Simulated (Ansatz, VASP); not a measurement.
Two plane-wave programs on ZrTi2B3

Contents of INCAR:

```
SYSTEM = ZrTi2B3
  ALGO = Normal
  EDIFF = 1E-7
  EDIFFG = -0.08
  ENCUT = 600
  GGA = PE
  IBRION = 2
  ISIF = 3
  ISMEAR = 0
  LASPH = .True.
  LCHARG = .False.
  LREAL = .False.
  LWAVE = .False.
  NELM = 80
  NSW = 36
  PREC = Accurate
  SIGMA = 0.2
```

KPOINTS

```
k-points
0
Gamma
  6 6 2
  0 0 0
```

The input POSCAR:

```
ZrTi2B3
1.0
    3.2209613200      0.0000000000      0.0000000000
   -1.6104806600      2.7894343200      0.0000000000
    0.0000000000      0.0000000000      7.8212856200
Zr Ti B
1 2 3
Direct
    0.0000000000      0.0000000000      0.0000000000
    0.3333333300      0.6666666700      0.6735060200
    0.6666666700      0.3333333300      0.3264939800
    0.3333333300      0.6666666700      0.1539180000
    0.6666666700      0.3333333300      0.8460820000
    0.0000000000      0.0000000000      0.5000000000
```

Input for Ansatz:

```yaml
crystal:
  lattice:
    - [3.22096132, 0.0, 0.0]
    - [-1.61048066, 2.78943432, 0.0]
    - [0.0, 0.0, 7.82128562]
  atoms:
    - { symbol: Zr, position: [0.0, 0.0, 0.0] }
    - { symbol: Ti, position: [0.33333333, 0.66666667, 0.67350602] }
    - { symbol: Ti, position: [0.66666667, 0.33333333, 0.32649398] }
    - { symbol: B, position: [0.33333333, 0.66666667, 0.153918] }
    - { symbol: B, position: [0.66666667, 0.33333333, 0.846082] }
    - { symbol: B, position: [0.0, 0.0, 0.5] }
basis:
  ecutwfc: 420
kpoints:
  mp_grid: { grid: [6, 6, 2] }
hamiltonian:
  xc: pbe
scf:
  occupations: { method: gaussian, width: 0.2 }
  lower_state_search: "off"
output:
  forces: true
  stress: true
  eigenvalues: true
relax:
  adjacent_minimum: "off"
  f_tol: 0.08
  max_steps: 16
  cell: { stress_tol: 0.8 }
```

Change from the starting cell: species swapped into the Mn2NiO3 type (P-3m1, No. 164).

Alike in both runs: task relaxation of cell and atoms; functional PBE; k mesh 6 × 6 × 2; occupations gaussian, width 0.2 eV; no spin polarisation.

|  | VASP | Ansatz |
| --- | --- | --- |
| version | VASP 6.6.1 | Ansatz 0.2.0 |
| potentials or method | VASP PAW PBE potentials, release 64 (Zr_sv, Ti_sv, B), cutoff 600 eV | scalar-relativistic, plane waves, PAW |
| valence electrons in the cell | 45 | 45 |

```csv
,VASP,Ansatz,Ansatz less VASP
"gap on the k mesh at the Fermi level, each at its own relaxed structure (eV)",none,none,-
relaxed volume (Å³/atom),12.69,12.63,-0.063
relaxed cell length with the largest relative difference (Å),7.807,7.777,-0.0293
```

A gap of «none» marks a metal or a gap that the smearing closes.

The k mesh is coarse, so the values compare programs but aren't converged.
